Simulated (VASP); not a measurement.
# Ca (Immm) in VASP: notebook, part 2 of 2

VASP 6.6.1. Earlier steps stand in the parts before.

## Step 3: Single point, PBEsol (strain along c alone, the other axes held: +4.5 %)

Input file INCAR:

```
PREC = Accurate
ENCUT = 520
EDIFF = 1E-6
ISMEAR = 0
SIGMA = 0.1
LREAL = False
LASPH = True
NELM = 80
ALGO = Fast
ISIF = 2
LWAVE = False
LCHARG = False
GGA = PS
NBANDS = 17
```

Input file KPOINTS:

```
Automatic mesh
0
Gamma
  12 12 8
```

Input file POSCAR:

```
Ca
1.0
    3.8564348458      0.0000000000      0.0000000000
    0.0000000000      3.8575802206      0.0000000000
    0.0000000000      0.0000000000      5.6934808401
Ca
2
Direct
    0.0000000000      0.0000000000      0.5000000000
    0.5000000000      0.5000000000      0.0000000000
```

Potentials or basis: VASP PAW PBE potentials, release 64 (Ca_sv).

Launch:

```
$ cat potpaw_PBE.64/Ca_sv/POTCAR > POTCAR
$ mpirun -np 1 vasp_std > vasp.out
```

OUTCAR:

```text
PREC = Accurate
   ENCUT = 520
   EDIFF = 1E-6
   ISMEAR = 0
   LREAL = False
   LASPH = True
   NELM = 80
   ISIF = 2
   GGA = PS

 ion  position               nearest neighbor table
   1  0.000  0.000  0.500-
   2  0.500  0.500  0.000-

  LATTYP: Found a simple orthorhombic cell.
 ALAT       =     3.8564348458
 B/A-ratio  =     1.0002970035
 C/A-ratio  =     1.4763586234

  Lattice vectors:

 A1 = (   3.8564348458,   0.0000000000,   0.0000000000)
 A2 = (   0.0000000000,   3.8575802206,   0.0000000000)
 A3 = (   0.0000000000,   0.0000000000,   5.6934808401)

Analysis of symmetry for initial positions (statically):
=====================================================================
 Subroutine PRICEL returns following result:

  LATTYP: Found a body centered orthorhombic cell.
 ALAT       =     3.8564348458
 B/A-ratio  =     1.0002970035
 C/A-ratio  =     1.4763586234

  Lattice vectors:

 A1 = (  -1.9282174229,  -1.9287901103,  -2.8467404200)
 A2 = (   1.9282174229,   1.9287901103,  -2.8467404201)
 A3 = (   1.9282174229,  -1.9287901103,   2.8467404200)

   2 primitive cells build up your supercell.

 Routine SETGRP: Setting up the symmetry group for a
 simple orthorhombic supercell.

 Subroutine GETGRP returns: Found  8 space group operations
 (whereof  8 operations were pure point group operations)
 out of a pool of  8 trial point group operations.

The static configuration has the point symmetry D_2h.

Analysis of symmetry for dynamics (positions and initial velocities):
=====================================================================
 Subroutine PRICEL returns following result:

  LATTYP: Found a body centered orthorhombic cell.
 ALAT       =     3.8564348458
 B/A-ratio  =     1.0002970035
 C/A-ratio  =     1.4763586234

  Lattice vectors:

 A1 = (  -1.9282174229,  -1.9287901103,  -2.8467404200)
 A2 = (   1.9282174229,   1.9287901103,  -2.8467404201)
 A3 = (   1.9282174229,  -1.9287901103,   2.8467404200)

   2 primitive cells build up your supercell.

 Routine SETGRP: Setting up the symmetry group for a
 simple orthorhombic supercell.

 Subroutine GETGRP returns: Found  8 space group operations
 (whereof  8 operations were pure point group operations)
 out of a pool of  8 trial point group operations.

The dynamic configuration has the point symmetry D_2h.

 Subroutine INISYM returns: Found  8 space group operations
 (whereof  8 operations are pure point group operations),
 and found     2 'primitive' translations

----------------------------------------------------------------------------------------

                                     Primitive cell

  volume of cell :      42.3496

  direct lattice vectors                    reciprocal lattice vectors
    -1.928217423 -1.928790110 -2.846740420    -0.000000000 -0.259229865 -0.175639478
     1.928217423  1.928790110 -2.846740420     0.259306857  0.000000000 -0.175639478
     1.928217423 -1.928790110  2.846740420     0.259306857 -0.259229865  0.000000000

  length of vectors
     3.942357764  3.942357764  3.942357764     0.313128327  0.313192069  0.366660837
[... 27 lines left out ...]
     0.000000000  0.000000000  0.000000000

 Subroutine IBZKPT returns following result:
 ===========================================

 Found    245 irreducible k-points:

 Following reciprocal coordinates:
            Coordinates               Weight
  0.000000  0.000000  0.000000      1.000000
  0.083333  0.000000  0.000000      2.000000
  0.166667  0.000000  0.000000      2.000000
  0.250000  0.000000  0.000000      2.000000
  0.333333  0.000000  0.000000      2.000000
  0.416667  0.000000  0.000000      2.000000
[... 16 lines left out ...]
  0.083333  0.250000  0.000000      4.000000
  0.166667  0.250000  0.000000      4.000000
 [... further k-points ...]
   k-points           NKPTS =    245   k-points in BZ     NKDIM =    245   number of bands    NBANDS=     17
   number of dos      NEDOS =    301   number of ions     NIONS =      2
   total plane-waves  NPLWV =  37800
   dimension x,y,z NGX =    30 NGY =   30 NGZ =   42
   dimension x,y,z NGXF=    60 NGYF=   60 NGZF=   84
   ions per type =               2
   NGX,Y,Z   is equivalent  to a cutoff of  12.93, 12.93, 12.26 a.u.
   NGXF,Y,Z  is equivalent  to a cutoff of  25.87, 25.86, 24.53 a.u.
 SYSTEM =  unknown system
   PREC   = accura    normal or accurate (medium, high low for compatibility)
   ISTART =      0    job   : 0-new  1-cont  2-samecut
   ICHARG =      2    charge: 1-file 2-atom 10-const
   ISPIN  =      1    spin polarized calculation?
   LNONCOLLINEAR =      F non collinear calculations
   LSORBIT =      F    spin-orbit coupling
   LASPH  =      T    aspherical Exc in radial PAW
   ENCUT  =  520.0 eV  38.22 Ry    6.18 a.u.   7.17  7.17 10.59*2*pi/ulx,y,z
   NELM   =     80;   NELMIN=  2; NELMDL= -5     # of ELM steps
   EDIFF  = 0.1E-05   stopping-criterion for ELM
   LREAL  =      F    real-space projection
   EDIFFG = 0.1E-04   stopping-criterion for IOM
   NSW    =      0    number of steps for IOM
   IBRION =     -1    ionic relax: 0-MD 1-quasi-New 2-CG
   NFREE  =      0    steps in history (QN), initial steepest desc. (CG)
   ISIF   =      2    stress and relaxation
   ISYM   =      2    0-nonsym 1-usesym 2-fastsym
   POTIM  = 0.5000    time-step for ionic-motion
   TEBEG  =    0.0;   TEEND  =   0.0 temperature during run
   PSTRESS=    0.0 pullay stress
   NELECT =      20.0000    total number of electrons
   NUPDOWN=      -1.0000    fix difference up-down
   EMIN   =  10.00;   EMAX   =-10.00  energy-range for DOS
   EFERMI =   0.00;   METHOD = LEGACY
   ISMEAR =     0;   SIGMA  =   0.10  broadening in eV -4-tet -1-fermi 0-gaus
   EFERMI_NEDOS =   21; number of points for ismear=-14 and -15
   IALGO  =     68    algorithm
   IMIX   =      4    mixing-type and parameters
     AMIX     =   0.40;   BMIX     =  1.00
     AMIX_MAG =   1.60;   BMIX_MAG =  1.00
  volume/ion in A,a.u.               =      42.35       285.79
  Fermi-wavevector in a.u.,A,eV,Ry     =   1.011871  1.912159 13.930777  1.023883
  Thomas-Fermi vector in A             =   2.144947
   LORBIT       =      0    0 simple, 1 ext, 2 COOP (PROOUT), +10 PAW based schemes
   GGA     = PS    functional components
   LHFCALC =     F    Hartree Fock is set to
   AEXX    =    0.0000 exact exchange contribution
   IVDW    =     0    specifies the selected vdW correction
   LEPSILON=     F    determine dielectric tensor
   LRPA    =     F    only Hartree local field effects (RPA)
 non-spin polarized calculation
 RMM-DIIS sequential band-by-band and
 Gauss-broadening in eV      SIGMA  =   0.10
  energy-cutoff  :      520.00
  volume of cell :       84.70
 maximum number of plane-waves:      2308
 NGX is ok and might be reduce to    30
   NGX = 15   NGY = 15   NGZ = 21

 number of electron      20.0000005 magnetization

 Free energy of the ion-electron system (eV)
  ---------------------------------------------------
  ext. energy  EPLUGINS =         0.00000000
  ---------------------------------------------------
  free energy    TOTEN  =        -4.26223169 eV

  energy without entropy =       -4.24579367  energy(sigma->0) =       -4.25401268

 E-fermi :   1.8788     XC(G=0):  -7.7992

 val. band max:        1.8769427919   @ k =   0.5000   0.0833   0.3750
 cond. band min:       1.8788807757   @ k =   0.0000   0.2500   0.0000
 fundamental gap:      0.0019379838
 Fermi energy:         1.8788185589

 k-point     1 :       0.0000    0.0000    0.0000
  band No.  band energies     occupation
      1     -39.9766      2.00000
      2     -39.9602      2.00000
      3     -21.0990      2.00000
      4     -21.0114      2.00000
      5     -21.0114      2.00000
      6     -20.9715      2.00000
[... 457 lines left out ...]
      4     -21.0485      2.00000
      5     -21.0228      2.00000
      6     -21.0153      2.00000
[... 9 lines left out ...]
     16       4.6327      0.00000
     17       4.6459      0.00000

 [... further k-points ...]

------------------------ aborting loop because EDIFF is reached ----------------------------------------

  FORCE on cell =-STRESS in cart. coord.  units (eV):
  Direction    XX          YY          ZZ          XY          YZ          ZX
  --------------------------------------------------------------------------------------
  -------------------------------------------------------------------------------------
  Total       -0.3047642     -0.3091183     -0.5162078     -0.0000000      0.0000000      0.0000000
  in kB       -5.7649524     -5.8473143     -9.7646419     -0.0000000      0.0000000      0.0000000
  external PRESSURE =      -7.1256362 kB  Pullay stress =       0.0000000 kB

 VOLUME and BASIS-vectors are now :
 -----------------------------------------------------------------------------
  energy-cutoff  :      520.00
  volume of cell :       84.70
      direct lattice vectors                 reciprocal lattice vectors
     3.856434846  0.000000000  0.000000000     0.259306857  0.000000000  0.000000000
     0.000000000  3.857580221  0.000000000     0.000000000  0.259229865  0.000000000
     0.000000000  0.000000000  5.693480840     0.000000000  0.000000000  0.175639478

 POSITION                                       TOTAL-FORCE (eV/Angst)
 -----------------------------------------------------------------------------------
      0.00000      0.00000      2.84674         0.000000     -0.000000      0.000000
      1.92822      1.92879      0.00000         0.000000      0.000000      0.000000
 -----------------------------------------------------------------------------------
    total drift:                                0.000000      0.000000      0.000000

  FREE ENERGIE OF THE ION-ELECTRON SYSTEM (eV)
  ---------------------------------------------------
  free  energy   TOTEN  =        -4.2622316895 eV

  energy  without entropy=       -4.2457936723  energy(sigma->0) =       -4.25401268
```

OSZICAR:

```text
N       E                     dE             d eps       ncg     rms          rms(c)
DAV:   1     0.170522373631E+03    0.17052E+03   -0.10056E+04  8330   0.106E+03
DAV:   2     0.487307021879E+01   -0.16565E+03   -0.16355E+03  9481   0.314E+02
DAV:   3    -0.397771061763E+01   -0.88508E+01   -0.87968E+01 16195   0.536E+01
DAV:   4    -0.426580469593E+01   -0.28809E+00   -0.28754E+00 10703   0.103E+01
DAV:   5    -0.427912454283E+01   -0.13320E-01   -0.13314E-01 14002   0.140E+00    0.324E+00
RMM:   6    -0.426773752480E+01    0.11387E-01   -0.13469E-02  8861   0.130E+00    0.199E+00
RMM:   7    -0.426184325683E+01    0.58943E-02   -0.40588E-02  9285   0.244E+00    0.142E-01
RMM:   8    -0.426194364823E+01   -0.10039E-03   -0.95022E-03 10636   0.845E-01    0.406E-02
RMM:   9    -0.426214602874E+01   -0.20238E-03   -0.29883E-03 12538   0.399E-01    0.547E-02
RMM:  10    -0.426222356045E+01   -0.77532E-04   -0.50444E-04 12634   0.188E-01    0.113E-01
RMM:  11    -0.426221270179E+01    0.10859E-04   -0.45197E-04 12532   0.169E-01    0.252E-02
RMM:  12    -0.426222587642E+01   -0.13175E-04   -0.14371E-04 13030   0.700E-02    0.243E-02
RMM:  13    -0.426223055164E+01   -0.46752E-05   -0.43505E-05 12740   0.351E-02    0.326E-02
RMM:  14    -0.426223548241E+01   -0.49308E-05   -0.27003E-05 11454   0.245E-02    0.477E-02
RMM:  15    -0.426223668485E+01   -0.12024E-05   -0.53665E-06  8909   0.118E-02    0.488E-02
RMM:  16    -0.426223495340E+01    0.17314E-05   -0.24727E-06  8749   0.123E-02    0.342E-02
RMM:  17    -0.426223175524E+01    0.31982E-05   -0.60761E-06 12070   0.241E-02    0.156E-02
RMM:  18    -0.426223168953E+01    0.65715E-07   -0.22689E-06  7875   0.147E-02
   1 F= -.42622317E+01 E0= -.42540127E+01  d E =-.164380E-01
```

stdout:

```text
POSCAR found type information on POSCAR Ca
 POSCAR found :  1 types and       2 ions
 scaLAPACK will be used
 -----------------------------------------------------------------------------
|                                                                             |
|                                                                             |
|     You enforced a specific xc type in the INCAR file but a different       |
|     I HOPE YOU KNOW WHAT YOU ARE DOING!                                     |
|                                                                             |
 -----------------------------------------------------------------------------

 LDA part: xc-table for (Slater+PW92), standard interpolation
 POSCAR, INCAR and KPOINTS ok, starting setup
 FFT: planning ... GRIDC
 FFT: planning ... GRID_SOFT
 FFT: planning ... GRID
 WAVECAR not read
 entering main loop
WARNING in EDDRMM: call to ZHEGV failed, returncode =   8  4     15
WARNING in EDDRMM: call to ZHEGV failed, returncode =   8  4     14
WARNING in EDDRMM: call to ZHEGV failed, returncode =   6  3      9
WARNING in EDDRMM: call to ZHEGV failed, returncode =   6  3     15
WARNING in EDDRMM: call to ZHEGV failed, returncode =   8  4     14
WARNING in EDDRMM: call to ZHEGV failed, returncode =   6  3      9
WARNING in EDDRMM: call to ZHEGV failed, returncode =   6  3     12
WARNING in EDDRMM: call to ZHEGV failed, returncode =   6  3     14
WARNING in EDDRMM: call to ZHEGV failed, returncode =   6  3     14
```

Wall time 4.6 min (1 thread of Intel Xeon Platinum 8488C (Sapphire Rapids), shared host); peak memory 0.41 GiB.

Results:

```yaml
Free_energy: -4.2622 eV
Pressure: -0.7 GPa
Band_gap_on_the_k_mesh: zero (bands 10 and 11 overlap by 0.36 eV)
```

Caveat: the cell differs from its parent crystal (strain along c alone, the other axes held: +4.5 %); the PAW data sets were made with another functional, which shifts forces and pressure a little.

## Step 4: Single point, PBEsol (biaxial strain in the a-b plane: +1.5 %)

Input file INCAR:

```
PREC     = Accurate       # precision mode
ENCUT    = 520            # plane-wave cutoff, eV
EDIFF    = 1E-6           # SCF threshold, eV
ISMEAR   = 0              # smearing method
SIGMA    = 0.1            # smearing width, eV
LREAL    = False          # projectors in reciprocal space
LASPH    = True           # aspherical terms in the spheres
NELM     = 80             # most SCF steps
ALGO     = Fast           # electronic algorithm
ISIF     = 2              # what is computed and relaxed
LWAVE    = False          # write WAVECAR
LCHARG   = False          # write CHGCAR
GGA      = PS             # functional
NBANDS   = 17             # bands
```

KPOINTS is that of step 3.

Input file POSCAR:

```
Ca
1.0
    3.9142812902      0.0000000000      0.0000000000
    0.0000000000      3.9154438413      0.0000000000
    0.0000000000      0.0000000000      5.3992723566
Ca
2
Direct
    0.0000000000      0.0000000000      0.5000000000
    0.5000000000      0.5000000000      0.0000000000
```

Launch:

```
$ cat potpaw_PBE.64/Ca_sv/POTCAR > POTCAR
$ mpirun -np 1 vasp_std > vasp.out
```

It took 3.3 min on 1 thread of Intel Xeon 6975P-C (Granite Rapids), shared host; peak memory 0.4 GiB.

Results (log left out):

| Item | Value |
| --- | --- |
| Free energy | -4.2713 eV |
| Pressure | -0.3 GPa |
| Band gap on the k mesh | zero (bands 10 and 11 overlap by 0.34 eV) |

Stress tensor (GPa, compression positive):
```
-0.37  0.00  0.00
 0.00 -0.38  0.00
 0.00  0.00 -0.27
```

Levels at points of the mesh, in eV from the Fermi level:
| k point | band 7 | band 8 | band 9 | band 10 | band 11 | band 12 | band 13 | band 14 |
| --- | --- | --- | --- | --- | --- | --- | --- | --- |
| (0.00, 0.00, 0.00) | -22.79 | -22.79 | -4.07 | -0.43 | 0.51 | 1.17 | 2.31 | 2.32 |
| (0.50, 0.00, 0.00) | -22.81 | -22.81 | -1.56 | -1.56 | 1.04 | 1.04 | 1.45 | 1.45 |
| (0.00, 0.50, 0.00) | -22.81 | -22.81 | -1.57 | -1.57 | 1.04 | 1.04 | 1.44 | 1.44 |
| (0.50, 0.50, 0.00) | -22.84 | -22.84 | -0.51 | -0.51 | 0.57 | 0.57 | 0.92 | 0.92 |
| (0.00, 0.00, 0.50) | -22.82 | -22.82 | -2.66 | -2.66 | 1.31 | 1.31 | 2.33 | 2.33 |
| (0.50, 0.00, 0.50) | -22.81 | -22.81 | -1.01 | -1.01 | -0.14 | -0.14 | 2.16 | 2.16 |
| (0.00, 0.50, 0.50) | -22.80 | -22.80 | -1.01 | -1.01 | -0.14 | -0.14 | 2.16 | 2.16 |
| (0.50, 0.50, 0.50) | -22.85 | -22.85 | 0.20 | 0.20 | 0.66 | 0.66 | 0.66 | 0.66 |

Caveat: the cell differs from its parent crystal (biaxial strain in the a-b plane: +1.5 %); the PAW data sets were made with another functional, which shifts forces and pressure a little.

## Step 5: The runs side by side

| cell | gap on the mesh (eV) | pressure (GPa) |
| --- | --- | --- |
| a = 3.856, b = 3.858, c = 5.612 Å, 2 atoms | none | -0.5 |
| a = 3.856, b = 3.858, c = 5.693 Å, 2 atoms | none | -0.7 |
| a = 3.914, b = 3.915, c = 5.399 Å, 2 atoms | none | -0.3 |

Alike in all rows: task single point; level PBEsol; potentials or basis VASP PAW PBE potentials, release 64 (Ca_sv); no spin polarisation; k mesh 12 × 12 × 8; cutoff (eV) 520; smearing gaussian 0.1 eV.

Caveats: the PAW data sets were made with another functional, which shifts forces and pressure a little.

Total energies depend on the potentials used, so only differences within one code and one set of settings carry meaning.
